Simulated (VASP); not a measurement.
Write the native input for VASP 6.6.1 that does the following.

* Task: relaxation of cell and atoms
* Functional: PBE
* Potentials or basis: VASP PAW PBE potentials, release 64 (Zn)
* Cutoff: 500 eV
* k mesh: 7 × 7 × 7
* Occupations: methfessel-paxton, width 0.05 eV
* Spin: no spin polarisation
* Target pressure: 40 GPa
* Dipole correction: no
* Further INCAR settings: ALGO = Normal; EDIFF = 1e-07; IBRION = 2; EDIFFG = -0.01; NSW = 80; ISIF = 3

The structure of Zn lies in POSCAR:

```
Zn
1.0
    0.0000000000      2.7100000000      2.7100000000
    2.7100000000      0.0000000000      2.7100000000
    2.7100000000      2.7100000000      0.0000000000
Zn
2
Direct
    1.0000000000      1.0000000000      1.0000000000
    0.2500000000      0.2500000000      0.2500000000
```

This isn't the form of Zn at room conditions, which is hcp.

These files were run (other wordings do the same):

INCAR

```
PREC     = Accurate       # precision mode
ENCUT    = 500            # plane-wave cutoff, eV
EDIFF    = 1E-7           # SCF threshold, eV
ISMEAR   = 1              # smearing method
SIGMA    = 0.05           # smearing width, eV
LREAL    = F              # projectors in reciprocal space
LASPH    = T              # aspherical terms in the spheres
NELM     = 120            # most SCF steps
ALGO     = Normal         # electronic algorithm
ISIF     = 3              # what is computed and relaxed
LWAVE    = F              # write WAVECAR
LCHARG   = F              # write CHGCAR
GGA      = PE             # functional
IBRION   = 2              # ionic algorithm
NSW      = 80             # ionic steps
EDIFFG   = -0.01          # ionic threshold
PSTRESS  = 400.0        
GGA_COMPAT= F            
NELMIN   = 4
```

KPOINTS

```
regular mesh
0
Gamma
  7 7 7
```

Potentials or basis: VASP PAW PBE potentials, release 64 (Zn).

Command:

```bash
$ cat potpaw_PBE.64/Zn/POTCAR > POTCAR
$ mpirun -np 1 vasp_std > vasp.out
```

Results of the run:

```yaml
Relaxed_volume: 15.59 Å³/atom
Relaxed_cell: a = 3.533 Å, b = 3.533 Å, c = 3.533 Å, α = 60.00°, β = 60.00°, γ = 60.00°
Space_group_after_relaxing_to_0.1_Å: Fd-3m (No. 227)
Energy_change_on_relaxing_the_run_minimises_the_enthalpy: +598.2 meV/atom
Ionic_steps: 5
Pressure_after_relaxing: 40.0 GPa
Band_gap_on_the_k_mesh: zero (bands 12 and 13 overlap by 9.12 eV)
```

Caveat: the cell is relaxed towards a set pressure, so the run minimises the enthalpy, not the energy; the volume moved by over 15 % at a fixed basis, so the end points are rough.

It took 35 s on 1 thread of Intel(R) Xeon(R) Platinum 8488C (Sapphire Rapids), on a shared host, peak memory 0.15 GiB.
